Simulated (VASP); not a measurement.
# Zr (P6_3/mmc) in VASP: single point with PBE

Aim: the single point of Zr with PBE.

Program: VASP 6.6.1. These are calculated values, not measurements. Logs are shortened: lines on timing, memory, paths and dates and some standing lists are left out, and cuts for length are marked.

### Step 1. The cell of the first run

Symmetry: P6_3/mmc, No. 194, hexagonal system. Conventional cell: a = 3.231 Å, b = 3.231 Å, c = 5.175 Å, α = 90.00°, β = 90.00°, γ = 120.00°. Zr (site symmetry -6m2) has 12 Zr at 3.19 to 3.23 Å within 4.2 Å.

### Step 2. Single point, PBE

The input, INCAR:

```
SYSTEM = Zr
PREC     = Accurate       ! precision mode
ENCUT    = 520            ! plane-wave cutoff, eV
EDIFF    = 1E-6           ! SCF threshold, eV
ISMEAR   = -1             ! smearing method
SIGMA    = 0.08           ! smearing width, eV
LREAL    = .FALSE.        ! projectors in reciprocal space
LASPH    = .TRUE.         ! aspherical terms in the spheres
NELM     = 80             ! most SCF steps
ALGO     = Normal         ! electronic algorithm
ISIF     = 2              ! what is computed and relaxed
LWAVE    = .FALSE.        ! write WAVECAR
LCHARG   = .TRUE.         ! write CHGCAR
GGA      = PE             ! functional
LELF     = .TRUE.         ! ELF
LVHAR    = .TRUE.       
NBANDS   = 19             ! bands
```

The input, KPOINTS:

```
Automatic mesh
0
G
  16 16 9
  0 0 0
```

The input, POSCAR:

```
Zr
1.0
    3.2310992950      0.0000000000      0.0000000000
   -1.6155496475      2.7982140716      0.0000000000
    0.0000000000      0.0000000000      5.1751358144
Zr
2
Direct
    0.3333333333      0.6666666667      0.2500000000
    0.6666666667      0.3333333333      0.7500000000
```

Potentials or basis: VASP PAW PBE potentials, release 64 (Zr_sv).

Run with:

```bash
$ cat potpaw_PBE.64/Zr_sv/POTCAR > POTCAR
$ mpirun -np 1 vasp_std > vasp.out
```

OUTCAR:

```text
SYSTEM = Zr
   PREC = Accurate
   ENCUT = 520
   EDIFF = 1E-6
   ISMEAR = -1
   LREAL = .FALSE.
   LASPH = .TRUE.
   NELM = 80
   ISIF = 2
   GGA = PE

 ion  position               nearest neighbor table
   1  0.333  0.667  0.250-   2 3.19   2 3.19   2 3.19   2 3.19   2 3.19   2 3.19
   2  0.667  0.333  0.750-   1 3.19   1 3.19   1 3.19   1 3.19   1 3.19   1 3.19

  LATTYP: Found a hexagonal cell.
 ALAT       =     3.2310992950
 C/A-ratio  =     1.6016641217

  Lattice vectors:

 A1 = (   3.2310992950,   0.0000000000,   0.0000000000)
 A2 = (  -1.6155496475,   2.7982140716,   0.0000000000)
 A3 = (   0.0000000000,   0.0000000000,   5.1751358144)

Analysis of symmetry for initial positions (statically):
=====================================================================
 Subroutine PRICEL returns:
 Original cell was already a primitive cell.

 Routine SETGRP: Setting up the symmetry group for a
 hexagonal supercell.

 Subroutine GETGRP returns: Found 24 space group operations
 (whereof 12 operations were pure point group operations)
 out of a pool of 24 trial point group operations.

The static configuration has the point symmetry D_3d.
 The point group associated with its full space group is D_6h.

Analysis of symmetry for dynamics (positions and initial velocities):
=====================================================================
 Subroutine PRICEL returns:
 Original cell was already a primitive cell.

 Routine SETGRP: Setting up the symmetry group for a
 hexagonal supercell.

 Subroutine GETGRP returns: Found 24 space group operations
 (whereof 12 operations were pure point group operations)
 out of a pool of 24 trial point group operations.

The dynamic configuration has the point symmetry D_3d.
 The point group associated with its full space group is D_6h.

 Subroutine INISYM returns: Found 24 space group operations
 (whereof 12 operations are pure point group operations),
 and found     1 'primitive' translations

----------------------------------------------------------------------------------------

                                     Primitive cell

  volume of cell :      46.7900

  direct lattice vectors                    reciprocal lattice vectors
     3.231099295  0.000000000  0.000000000     0.309492191  0.178685400  0.000000000
    -1.615549647  2.798214072  0.000000000     0.000000000  0.357370800  0.000000000
     0.000000000  0.000000000  5.175135814     0.000000000  0.000000000  0.193231644

  length of vectors
     3.231099295  3.231099295  5.175135814     0.357370800  0.357370800  0.193231644

  position of ions in fractional coordinates (direct lattice)
     0.333333333  0.666666667  0.250000000
     0.666666667  0.333333333  0.750000000

  ion indices of the primitive-cell ions
   primitive index   ion index
                 1           1
                 2           2

----------------------------------------------------------------------------------------

 KPOINTS: Automatic mesh

Automatic generation of k-mesh.
 Grid dimensions read from file:
 generate k-points for:   16   16    9

 Generating k-lattice:

  Cartesian coordinates                     Fractional coordinates (reciprocal lattice)
     0.019343262  0.011167837  0.000000000     0.062500000  0.000000000  0.000000000
     0.000000000  0.022335675  0.000000000     0.000000000  0.062500000  0.000000000
     0.000000000  0.000000000  0.021470183     0.000000000  0.000000000  0.111111111

  Length of vectors
     0.022335675  0.022335675  0.021470183

  Shift w.r.t. Gamma in fractional coordinates (k-lattice)
     0.000000000  0.000000000  0.000000000

 Subroutine IBZKPT returns following result:
 ===========================================

 Found    150 irreducible k-points:

 Following reciprocal coordinates:
            Coordinates               Weight
  0.000000  0.000000  0.000000      1.000000
  0.062500  0.000000  0.000000      6.000000
  0.125000  0.000000  0.000000      6.000000
  0.187500 -0.000000  0.000000      6.000000
  0.250000  0.000000  0.000000      6.000000
  0.312500  0.000000  0.000000      6.000000
[... 16 lines left out ...]
  0.187500  0.187500  0.000000      6.000000
  0.250000  0.187500  0.000000     12.000000
 [... further k-points ...]
   k-points           NKPTS =    150   k-points in BZ     NKDIM =    150   number of bands    NBANDS=     19
   number of dos      NEDOS =    301   number of ions     NIONS =      2
   total plane-waves  NPLWV =  23040
   dimension x,y,z NGX =    24 NGY =   24 NGZ =   40
   dimension x,y,z NGXF=    48 NGYF=   48 NGZF=   80
   ions per type =               2
   NGX,Y,Z   is equivalent  to a cutoff of  12.35, 12.35, 12.85 a.u.
   NGXF,Y,Z  is equivalent  to a cutoff of  24.70, 24.70, 25.70 a.u.
 SYSTEM =  Zr
   PREC   = accura    normal or accurate (medium, high low for compatibility)
   ISTART =      0    job   : 0-new  1-cont  2-samecut
   ICHARG =      2    charge: 1-file 2-atom 10-const
   ISPIN  =      1    spin polarized calculation?
   LNONCOLLINEAR =      F non collinear calculations
   LSORBIT =      F    spin-orbit coupling
   LASPH  =      T    aspherical Exc in radial PAW
   ENCUT  =  520.0 eV  38.22 Ry    6.18 a.u.   6.01  6.01  9.62*2*pi/ulx,y,z
   NELM   =     80;   NELMIN=  2; NELMDL= -5     # of ELM steps
   EDIFF  = 0.1E-05   stopping-criterion for ELM
   LREAL  =      F    real-space projection
   EDIFFG = 0.1E-04   stopping-criterion for IOM
   NSW    =      0    number of steps for IOM
   IBRION =     -1    ionic relax: 0-MD 1-quasi-New 2-CG
   NFREE  =      0    steps in history (QN), initial steepest desc. (CG)
   ISIF   =      2    stress and relaxation
   ISYM   =      2    0-nonsym 1-usesym 2-fastsym
   POTIM  = 0.5000    time-step for ionic-motion
   TEBEG  =    0.0;   TEEND  =   0.0 temperature during run
   PSTRESS=    0.0 pullay stress
   NELECT =      24.0000    total number of electrons
   NUPDOWN=      -1.0000    fix difference up-down
   EMIN   =  10.00;   EMAX   =-10.00  energy-range for DOS
   EFERMI =   0.00;   METHOD = LEGACY
   ISMEAR =    -1;   SIGMA  =   0.08  broadening in eV -4-tet -1-fermi 0-gaus
   EFERMI_NEDOS =   21; number of points for ismear=-14 and -15
   IALGO  =     38    algorithm
   IMIX   =      4    mixing-type and parameters
     AMIX     =   0.40;   BMIX     =  1.00
     AMIX_MAG =   1.60;   BMIX_MAG =  1.00
  volume/ion in A,a.u.               =      23.39       157.88
  Fermi-wavevector in a.u.,A,eV,Ry     =   1.310472  2.476432 23.365769  1.717336
  Thomas-Fermi vector in A             =   2.440999
   LORBIT       =      0    0 simple, 1 ext, 2 COOP (PROOUT), +10 PAW based schemes
   GGA     = PE    functional components
   LHFCALC =     F    Hartree Fock is set to
   AEXX    =    0.0000 exact exchange contribution
   IVDW    =     0    specifies the selected vdW correction
   LEPSILON=     F    determine dielectric tensor
   LRPA    =     F    only Hartree local field effects (RPA)
 non-spin polarized calculation
  energy-cutoff  :      520.00
  volume of cell :       46.79
 maximum number of plane-waves:      1282
   NGX = 13   NGY = 13   NGZ = 19

 number of electron      24.0000001 magnetization

 Free energy of the ion-electron system (eV)
  ---------------------------------------------------
  ext. energy  EPLUGINS =         0.00000000
  ---------------------------------------------------
  free energy    TOTEN  =       -17.06269766 eV

  energy without entropy =      -17.01913735  energy(sigma->0) =      -17.04091750

 E-fermi :   8.9225     XC(G=0): -11.0598

 val. band max:        8.9218999785   @ k =   0.0000   0.0000   0.4444
 cond. band min:       8.9335859457   @ k =   0.3125   0.3125   0.4444
 fundamental gap:      0.0116859673
 Fermi energy:         8.9225100054

 k-point     1 :       0.0000    0.0000    0.0000
  band No.  band energies     occupation
      1     -39.9050      2.00000
      2     -39.7569      2.00000
      3     -18.4122      2.00000
      4     -17.5579      2.00000
      5     -17.5579      2.00000
      6     -17.4325      2.00000
[... 11 lines left out ...]
     18      11.1080      0.00000
     19      13.3571      0.00000

 k-point     2 :       0.0625    0.0000    0.0000
  band No.  band energies     occupation
      1     -39.9005      2.00000
      2     -39.7550      2.00000
      3     -18.4005      2.00000
      4     -17.5846      2.00000
      5     -17.5666      2.00000
      6     -17.4503      2.00000
[... 11 lines left out ...]
     18      11.0104      0.00000
     19      13.4287      0.00000

 k-point     3 :       0.1250    0.0000    0.0000
  band No.  band energies     occupation
      1     -39.8878      2.00000
      2     -39.7496      2.00000
      3     -18.3660      2.00000
      4     -17.6603      2.00000
      5     -17.5908      2.00000
      6     -17.5279      2.00000
[... 11 lines left out ...]
     18      10.8630      0.00000
     19      13.5975      0.00000

 k-point     4 :       0.1875   -0.0000    0.0000
  band No.  band energies     occupation
      1     -39.8683      2.00000
      2     -39.7420      2.00000
      3     -18.3115      2.00000
      4     -17.7735      2.00000
      5     -17.6406      2.00000
      6     -17.6258      2.00000
[... 11 lines left out ...]
     18      11.3147      0.00000
     19      13.7864      0.00000

 k-point     5 :       0.2500    0.0000    0.0000
  band No.  band energies     occupation
      1     -39.8444      2.00000
      2     -39.7339      2.00000
      3     -18.2415      2.00000
      4     -17.9068      2.00000
      5     -17.7690      2.00000
      6     -17.6656      2.00000
[... 11 lines left out ...]
     18      11.9080      0.00000
     19      13.9473      0.00000
[... 334 lines left out ...]
      2     -39.7225      2.00000
      3     -18.1973      2.00000
      4     -18.0425      2.00000
      5     -17.9904      2.00000
      6     -17.8083      2.00000
[... 11 lines left out ...]
     18      13.9419      0.00000
     19      14.8025      0.00000

 k-point    22 :       0.4375    0.1250    0.0000
  band No.  band energies     occupation
      1     -39.7645      2.00000
      2     -39.7234      2.00000
      3     -18.2208      2.00000
      4     -18.0573      2.00000
      5     -17.9612      2.00000
      6     -17.8209      2.00000
[... 11 lines left out ...]
     18      13.9475      0.00000
     19      15.1992      0.00000

 k-point    23 :       0.1875    0.1875    0.0000
  band No.  band energies     occupation
      1     -39.8130      2.00000
      2     -39.7257      2.00000
      3     -18.1426      2.00000
      4     -17.9702      2.00000
      5     -17.9634      2.00000
      6     -17.7052      2.00000
[... 11 lines left out ...]
     18      13.2320      0.00000
     19      13.8078      0.00000

 k-point    24 :       0.2500    0.1875    0.0000
  band No.  band energies     occupation
      1     -39.7909      2.00000
      2     -39.7225      2.00000
      3     -18.0687      2.00000
      4     -18.0661      2.00000
      5     -18.0041      2.00000
      6     -17.7676      2.00000
[... 11 lines left out ...]
     18      13.7920      0.00000
     19      14.0585      0.00000

 [... further k-points ...]

------------------------ aborting loop because EDIFF is reached ----------------------------------------

  FORCE on cell =-STRESS in cart. coord.  units (eV):
  Direction    XX          YY          ZZ          XY          YZ          ZX
  --------------------------------------------------------------------------------------
  -------------------------------------------------------------------------------------
  Total        0.0110877      0.0110877      0.0082475      0.0000000      0.0000000      0.0000000
  in kB        0.3796635      0.3796635      0.2824094      0.0000000      0.0000000      0.0000000
  external PRESSURE =       0.3472455 kB  Pullay stress =       0.0000000 kB

 VOLUME and BASIS-vectors are now :
 -----------------------------------------------------------------------------
  energy-cutoff  :      520.00
  volume of cell :       46.79
      direct lattice vectors                 reciprocal lattice vectors
     3.231099295  0.000000000  0.000000000     0.309492191  0.178685400  0.000000000
    -1.615549647  2.798214072  0.000000000     0.000000000  0.357370800  0.000000000
     0.000000000  0.000000000  5.175135814     0.000000000  0.000000000  0.193231644

 POSITION                                       TOTAL-FORCE (eV/Angst)
 -----------------------------------------------------------------------------------
     -0.00000      1.86548      1.29378        -0.000000     -0.000000      0.000000
      1.61555      0.93274      3.88135         0.000000      0.000000      0.000000
 -----------------------------------------------------------------------------------
    total drift:                               -0.000000      0.000000     -0.000000

  FREE ENERGIE OF THE ION-ELECTRON SYSTEM (eV)
  ---------------------------------------------------
  free  energy   TOTEN  =       -17.0626976626 eV

  energy  without entropy=      -17.0191373470  energy(sigma->0) =      -17.04091750
```

Wall time 62 s (1 thread of Intel Xeon Platinum 8259CL at 2.50GHz (Skylake/Cascade Lake), shared host); peak memory 0.23 GiB.

What came out:

| Quantity | Value |
| --- | --- |
| Free energy | -17.0627 eV |
| Pressure | 0.0 GPa |
| Band gap on the k mesh | zero (band 12 reaches 9.83 eV, above the bottom of band 13 at 8.74 eV) |

Levels at points of the mesh, in eV from the Fermi level:
```tsv
k point	band 9	band 10	band 11	band 12	band 13	band 14	band 15	band 16
(0.00, 0.00, 0.00)	-5.63	-3.00	0.89	0.89	0.98	1.13	1.56	1.56
(0.50, 0.00, 0.00)	-2.53	-2.48	-2.11	-0.19	0.59	0.77	1.44	4.91
```
